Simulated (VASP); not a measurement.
# NbAs: single point with PBE

Crystal: NbAs.

```xyz
4
Lattice="-1.7259 1.7259 5.8400 1.7259 -1.7259 5.8400 1.7259 1.7259 -5.8400" Properties=species:S:1:pos:R:3 pbc="T T T"
Nb    0.0000    1.7259    0.0000
Nb    0.0000    0.0000    8.7600
As    0.0000    1.7259    4.8589
As    0.0000    0.0000    1.9389
```

| Item | Value |
| --- | --- |
| Program | VASP 6.6.1 |
| Task | single point |
| Functional | PBE |
| Potentials or basis | VASP PAW PBE potentials, release 64 (Nb_sv, As) |
| Cutoff | 520 eV |
| k mesh | 11 × 11 × 11 |
| Occupations | fermi-dirac, width 0.05 eV |
| Spin | no spin polarisation |

| Property | Result |
| --- | --- |
| Pressure | 3.3 GPa |
| Largest force | 0.299 eV/Å |

Forces in eV/Å, atoms in the order of the input:
```
Nb   0.000  0.000 -0.299
Nb   0.000  0.000 -0.299
As   0.000  0.000  0.299
As   0.000  0.000  0.299
```

Stress tensor (GPa, compression positive):
```
3.08 0.00 0.00
0.00 3.08 0.00
0.00 0.00 3.74
```

Levels at points of the mesh, in eV from the Fermi level:
```
           k point  band 14  band 15  band 16  band 17  band 18  band 19  band 20  band 21  band 22  band 23
(0.00, 0.00, 0.00)    -2.25    -2.03    -1.67    -1.38    -1.38     0.72     1.30     2.41     3.01     3.01
```

Run time: 6.1 min on 1 thread of Intel(R) Xeon(R) Platinum 8559C (Emerald Rapids), on a shared host, peak memory 0.44 GiB.
